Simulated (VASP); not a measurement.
**Sb: relaxation of cell and atoms with r2SCAN**

The system is Sb.

```xyz
4
Lattice="3.3287 0.0000 0.0000 -1.6644 2.8828 0.0000 0.0000 0.0000 11.2932" Properties=species:S:1:pos:R:3 pbc="T T T"
Sb    0.0000    0.0000    0.0000
Sb    0.0000    0.0000    5.6466
Sb    0.0000    1.9218    8.4699
Sb    1.6644    0.9609    2.8233
```

This isn't the form of Sb at room conditions, which is rhombohedral.

* Program: VASP 6.6.1
* Task: relaxation of cell and atoms
* Functional: r2SCAN
* Potentials or basis: VASP PAW PBE potentials, release 64 (Sb)
* Cutoff: 600 eV
* k mesh: 18 × 18 × 4
* Occupations: gaussian, width 0.1 eV
* Spin: no spin polarisation
* Dipole correction: no
* Further INCAR settings: ALGO = Normal; EDIFF = 1e-06; IBRION = 2; EDIFFG = -0.01; NSW = 100; ISIF = 3

The relaxed volume is 27.08 Å³/atom. The relaxed cell is a = 3.343 Å, b = 3.343 Å, c = 11.191 Å, α = 90.00°, β = 90.00°, γ = 120.00° and the space group after relaxing (to 0.1 Å) is P6_3/mmc (No. 194). The energy gained by relaxing is 0.8 meV/atom and the ionic steps are 8. The pressure after relaxing is 0.0 GPa.

The path:
```
step  energy change (eV)  largest force (eV/Å)  pressure (GPa)  volume (Å³)
   1              0.0000                0.0000            0.03       108.37
   2             -0.0024                0.0000           -0.05       108.45
   3             -0.0030                0.0000           -0.10       108.50
   4             -0.0030                0.0000           -0.10       108.50
   5             -0.0029                0.0000           -0.09       108.49
   6             -0.0030                0.0000           -0.10       108.50
   7             -0.0030                0.0000            0.07       108.21
   8             -0.0030                0.0000            0.01       108.32
```

Final structure:
```
CELL_PARAMETERS angstrom
3.34317 0.00000 0.00000
-1.67159 2.89527 0.00000
0.00000 0.00000 11.19075
ATOMIC_POSITIONS crystal
Sb 0.00000 0.00000 0.00000
Sb 0.00000 0.00000 0.50000
Sb 0.33333 0.66667 0.75000
Sb 0.66667 0.33333 0.25000
```

Levels at points of the mesh, in eV from the Fermi level:
```csv
k point,band 8,band 9,band 10,band 11,band 12,band 13
"(0.00, 0.00, 0.00)",4.04,4.04,4.74,4.74,4.81,4.81
"(0.50, 0.00, 0.00)",-3.75,-1.89,-1.02,0.56,1.70,1.78
"(0.00, 0.00, 0.50)",2.69,4.24,4.24,4.24,4.24,5.40
"(0.50, 0.00, 0.50)",-4.73,-0.51,-0.51,0.88,0.88,1.12
```

Wall time 70 min on 1 thread of Oxide Virtual Turin-like Processor, on a shared host, peak memory 0.37 GiB.

Caveat: the highest band is partly filled, so the run has too few bands; the PAW data sets were made with another functional, which shifts forces and pressure a little; spin-orbit coupling is left out, which moves the levels of the heavy elements.
